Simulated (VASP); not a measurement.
# Na (Im-3m) in VASP: notebook, part 3 of 3

VASP 6.6.1.

## Step 5: Single point, PBEsol

This run uses another cell than the first one, of 15.98 Å³/atom, 0.399 times its volume.

Contents of INCAR:

```
SYSTEM = Na
PREC     = Accurate       ! precision mode
ENCUT    = 520            ! plane-wave cutoff, eV
EDIFF    = 1E-6           ! SCF threshold, eV
ISMEAR   = -1             ! smearing method
SIGMA    = 0.05           ! smearing width, eV
LREAL    = .FALSE.        ! projectors in reciprocal space
LASPH    = .TRUE.         ! aspherical terms in the spheres
NELM     = 100            ! most SCF steps
ALGO     = Fast           ! electronic algorithm
ISIF     = 2              ! what is computed and relaxed
LWAVE    = .FALSE.        ! write WAVECAR
LCHARG   = .FALSE.        ! write CHGCAR
GGA      = PS             ! functional
NBANDS   = 10             ! bands
```

Contents of KPOINTS:

```
Automatic mesh
0
G
  9 9 9
  0 0 0
```

Contents of POSCAR:

```
Na
1.0
   -1.5866794796      1.5866794796      1.5866794796
    1.5866794796     -1.5866794796      1.5866794796
    1.5866794796      1.5866794796     -1.5866794796
Na
1
Direct
    0.0000000000      0.0000000000      0.0000000000
```

Potentials or basis: VASP PAW PBE potentials, release 64 (Na_pv).

Launch:

```
$ cat potpaw_PBE.64/Na_pv/POTCAR > POTCAR
$ mpirun -np 1 vasp_std > vasp.out
```

OUTCAR:

```text
SYSTEM = Na
   PREC = Accurate
   ENCUT = 520
   EDIFF = 1E-6
   ISMEAR = -1
   LREAL = .FALSE.
   LASPH = .TRUE.
   NELM = 100
   ISIF = 2
   GGA = PS

 ion  position               nearest neighbor table
   1  0.000  0.000  0.000-

  LATTYP: Found a body centered cubic cell.
 ALAT       =     3.1733589592

  Lattice vectors:

 A1 = (  -1.5866794796,   1.5866794796,   1.5866794796)
 A2 = (   1.5866794796,  -1.5866794796,   1.5866794796)
 A3 = (   1.5866794796,   1.5866794796,  -1.5866794796)

Analysis of symmetry for initial positions (statically):
[... 481 lines left out ...]
      3     -20.6897      2.00000
      4       6.1828      0.00000
      5       7.2863      0.00000
      6      13.0919      0.00000
      7      18.6519      0.00000
      8      22.6803      0.00000
      9      23.4472      0.00000
     10      27.2953      0.00000

 [... further k-points ...]
[... 5 lines left out ...]
  --------------------------------------------------------------------------------------
  -------------------------------------------------------------------------------------
  Total        2.9431882      2.9431882      2.9431882      0.0000000      0.0000000     -0.0000000
  in kB      295.1216052    295.1216052    295.1216052      0.0000000      0.0000000     -0.0000000
  external PRESSURE =     295.1216052 kB  Pullay stress =       0.0000000 kB

 VOLUME and BASIS-vectors are now :
 -----------------------------------------------------------------------------
  energy-cutoff  :      520.00
  volume of cell :       15.98
      direct lattice vectors                 reciprocal lattice vectors
    -1.586679480  1.586679480  1.586679480     0.000000000  0.315123506  0.315123506
     1.586679480 -1.586679480  1.586679480     0.315123506  0.000000000  0.315123506
     1.586679480  1.586679480 -1.586679480     0.315123506  0.315123506  0.000000000

 POSITION                                       TOTAL-FORCE (eV/Angst)
 -----------------------------------------------------------------------------------
      0.00000      0.00000      0.00000         0.000000      0.000000     -0.000000
 -----------------------------------------------------------------------------------
    total drift:                                0.000000     -0.000000      0.000000

  FREE ENERGIE OF THE ION-ELECTRON SYSTEM (eV)
  ---------------------------------------------------
  free  energy   TOTEN  =        -0.4302373592 eV

  energy  without entropy=       -0.4280311711  energy(sigma->0) =       -0.42913427
```

stdout:

```text
POSCAR found type information on POSCAR Na
 POSCAR found :  1 types and       1 ions
 scaLAPACK will be used
 -----------------------------------------------------------------------------
|                                                                             |
|                                                                             |
|     You enforced a specific xc type in the INCAR file but a different       |
|     I HOPE YOU KNOW WHAT YOU ARE DOING!                                     |
|                                                                             |
 -----------------------------------------------------------------------------

 LDA part: xc-table for (Slater+PW92), standard interpolation
 POSCAR, INCAR and KPOINTS ok, starting setup
 FFT: planning ... GRIDC
 FFT: planning ... GRID_SOFT
 FFT: planning ... GRID
 WAVECAR not read
 entering main loop
```

It took 4 s on 1 thread of Intel Xeon Platinum 8259CL at 2.50GHz (Skylake/Cascade Lake), shared host; peak memory 0.12 GiB.

Results:

- Free energy: -0.4302 eV
- Pressure: 29.5 GPa

Caveat: the PAW data sets were made with another functional, which shifts forces and pressure a little.

## Step 6: Single point, PBEsol

This run uses another cell than the first one, of 18.10 Å³/atom, 0.452 times its volume.

Contents of INCAR:

```
PREC     = Accurate       # precision mode
ENCUT    = 520            # plane-wave cutoff, eV
EDIFF    = 1E-7           # SCF threshold, eV
ISMEAR   = -1             # smearing method
SIGMA    = 0.05           # smearing width, eV
LREAL    = False          # projectors in reciprocal space
LASPH    = True           # aspherical terms in the spheres
NELM     = 60             # most SCF steps
ALGO     = Fast           # electronic algorithm
ISIF     = 2              # what is computed and relaxed
LWAVE    = False          # write WAVECAR
LCHARG   = False          # write CHGCAR
GGA      = PS             # functional
NBANDS   = 10             # bands
```

Contents of KPOINTS:

```
regular mesh
0
Gamma
  9 9 9
```

Contents of POSCAR:

```
Na
1.0
   -1.6541578702      1.6541578702      1.6541578702
    1.6541578702     -1.6541578702      1.6541578702
    1.6541578702      1.6541578702     -1.6541578702
Na
1
Direct
    0.0000000000      0.0000000000      0.0000000000
```

Potentials or basis: VASP PAW PBE potentials, release 64 (Na_pv).

Launch:

```
$ cat potpaw_PBE.64/Na_pv/POTCAR > POTCAR
$ mpirun -np 1 vasp_std > vasp.out
```

OUTCAR:

```text
PREC = Accurate
   ENCUT = 520
   EDIFF = 1E-7
   ISMEAR = -1
   LREAL = False
   LASPH = True
   NELM = 60
   ISIF = 2
   GGA = PS

 ion  position               nearest neighbor table
   1  0.000  0.000  0.000-

  LATTYP: Found a body centered cubic cell.
 ALAT       =     3.3083157404

  Lattice vectors:

 A1 = (  -1.6541578702,   1.6541578702,   1.6541578702)
 A2 = (   1.6541578702,  -1.6541578702,   1.6541578702)
 A3 = (   1.6541578702,   1.6541578702,  -1.6541578702)

Analysis of symmetry for initial positions (statically):
=====================================================================
 Subroutine PRICEL returns:
 Original cell was already a primitive cell.

 Routine SETGRP: Setting up the symmetry group for a
 body centered cubic supercell.

 Subroutine GETGRP returns: Found 48 space group operations
[... 9 lines left out ...]

 Routine SETGRP: Setting up the symmetry group for a
 body centered cubic supercell.

 Subroutine GETGRP returns: Found 48 space group operations
[... 11 lines left out ...]
                                     Primitive cell

[... 133 lines left out ...]
  free energy    TOTEN  =        -0.75823759 eV

  energy without entropy =       -0.75594153  energy(sigma->0) =       -0.75708956

 E-fermi :   3.3876     XC(G=0):  -8.7776

 val. band max:        3.2772100770   @ k =  -0.3333   0.4444   0.1111
 cond. band min:       3.5803685122   @ k =   0.4444   0.0000   0.0000
 fundamental gap:      0.3031584351
 Fermi energy:         3.3876341820

 k-point     1 :       0.0000    0.0000    0.0000
  band No.  band energies     occupation
      1     -21.3138      2.00000
      2     -21.3138      2.00000
      3     -21.3138      2.00000
      4      -1.7555      2.00000
      5      20.5319      0.00000
      6      20.5320      0.00000
      7      20.5320      0.00000
      8      22.1451      0.00000
      9      22.1451      0.00000
     10      23.1236      0.00000
[... 287 lines left out ...]
 k-point    24 :      -0.4444   -0.4444    0.1111
  band No.  band energies     occupation
      1     -21.6310      2.00000
      2     -21.4714      2.00000
      3     -21.3670      2.00000
      4       5.2118      0.00000
      5       6.2626      0.00000
      6      11.6425      0.00000
      7      16.8691      0.00000
      8      20.3902      0.00000
      9      21.3490      0.00000
     10      24.6465      0.00000

 [... further k-points ...]
[... 5 lines left out ...]
  --------------------------------------------------------------------------------------
  -------------------------------------------------------------------------------------
  Total        2.1970190      2.1970190      2.1970190      0.0000000      0.0000000     -0.0000000
  in kB      194.4256389    194.4256389    194.4256389      0.0000000      0.0000000     -0.0000000
  external PRESSURE =     194.4256389 kB  Pullay stress =       0.0000000 kB

 VOLUME and BASIS-vectors are now :
 -----------------------------------------------------------------------------
  energy-cutoff  :      520.00
  volume of cell :       18.10
      direct lattice vectors                 reciprocal lattice vectors
    -1.654157870  1.654157870  1.654157870     0.000000000  0.302268610  0.302268610
     1.654157870 -1.654157870  1.654157870     0.302268610  0.000000000  0.302268610
     1.654157870  1.654157870 -1.654157870     0.302268610  0.302268610  0.000000000

 POSITION                                       TOTAL-FORCE (eV/Angst)
 -----------------------------------------------------------------------------------
      0.00000      0.00000      0.00000         0.000000     -0.000000      0.000000
 -----------------------------------------------------------------------------------
    total drift:                                0.000000      0.000000     -0.000000

  FREE ENERGIE OF THE ION-ELECTRON SYSTEM (eV)
  ---------------------------------------------------
  free  energy   TOTEN  =        -0.7582375856 eV

  energy  without entropy=       -0.7559415294  energy(sigma->0) =       -0.75708956
```

It took 5.8 s on 1 thread of Intel Xeon Platinum 8259CL at 2.50GHz (Skylake/Cascade Lake), shared host; peak memory 0.12 GiB.

Results:

```yaml
Free_energy: -0.7582 eV
Pressure: 19.4 GPa
```

Levels at points of the mesh, in eV from the Fermi level:
| k point | band 1 | band 2 | band 3 | band 4 | band 5 | band 6 | band 7 |
| --- | --- | --- | --- | --- | --- | --- | --- |
| (0.00, 0.00, 0.00) | -24.70 | -24.70 | -24.70 | -5.14 | 17.14 | 17.14 | 17.14 |

Caveat: the PAW data sets were made with another functional, which shifts forces and pressure a little.

## Step 7: Overview

```tsv
level	cell	gap on the mesh (eV)	pressure (GPa)
PBE	a = 3.733 Å, angles 109.5°, 1 atom	none	-0.6
PBE	a = 3.757 Å, angles 109.5°, 1 atom	none	-0.7
PBE	a = 3.781 Å, angles 109.5°, 1 atom	none	-0.8
PBEsol	a = 2.748 Å, angles 109.5°, 1 atom	none	29.5
PBEsol	a = 2.865 Å, angles 109.5°, 1 atom	none	19.4
```

Alike in all rows: task single point; potentials or basis VASP PAW PBE potentials, release 64 (Na_pv); no spin polarisation; k mesh 9 × 9 × 9; cutoff (eV) 520; smearing fermi-dirac 0.05 eV.

Caveats: the PAW data sets were made with another functional, which shifts forces and pressure a little (some runs).

Total energies depend on the potentials used, so only differences within one code and one set of settings carry meaning.
